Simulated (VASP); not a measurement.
The system is ZnS.

```
Zn S
1.0
     3.81100    0.00000    0.00000
    -1.90550    3.30042    0.00000
     0.00000    0.00000    6.23400
Zn S
2 2
Direct
  0.66667 0.33333 0.50000
  0.33333 0.66667 0.00000
  0.66667 0.33333 0.88500
  0.33333 0.66667 0.38500
```

```yaml
Program: VASP 6.6.1
Task: relaxation of cell and atoms
Functional: BLYP
Dispersion: D3(BJ)
Potentials_or_basis: VASP PAW PBE potentials, release 64 (Zn, S)
Cutoff: 600 eV
k_mesh: 8 × 8 × 5
Occupations: fermi-dirac, width 0.05 eV
Spin: no spin polarisation
```

At the start: pressure 0.1 GPa; volume 19.60 Å³/atom.

How do energy, volume and symmetry change on relaxing?

Over 8 steps the energy falls by 6.3 meV/atom and the volume is 19.58 Å³/atom (-0.1 %); space group P6_3mc (No. 186, to 0.1 Å) before and after.

Step by step:
| step | energy change (eV) | largest force (eV/Å) | pressure (GPa) | volume (Å³) |
| --- | --- | --- | --- | --- |
| 1 | 0.0000 | 0.3510 | 0.14 | 78.41 |
| 2 | -0.0174 | 0.1078 | -0.20 | 78.60 |
| 3 | -0.0176 | 0.0795 | -0.21 | 78.61 |
| 4 | -0.0220 | 0.0443 | 0.06 | 78.35 |
| 5 | -0.0246 | 0.0044 | 0.39 | 78.00 |
| 6 | -0.0246 | 0.0112 | 0.47 | 77.95 |
| 7 | -0.0248 | 0.0050 | -0.36 | 78.68 |
| 8 | -0.0254 | 0.0019 | 0.05 | 78.34 |

Final structure:
```
CELL_PARAMETERS angstrom
3.80070 0.00000 0.00000
-1.90035 3.29150 0.00000
0.00000 0.00000 6.26194
ATOMIC_POSITIONS crystal
Zn 0.66667 0.33333 0.50604
Zn 0.33333 0.66667 0.00604
S 0.66667 0.33333 0.87896
S 0.33333 0.66667 0.37896
```

Caveat: the PAW data sets were made with another functional, which shifts forces and pressure a little.
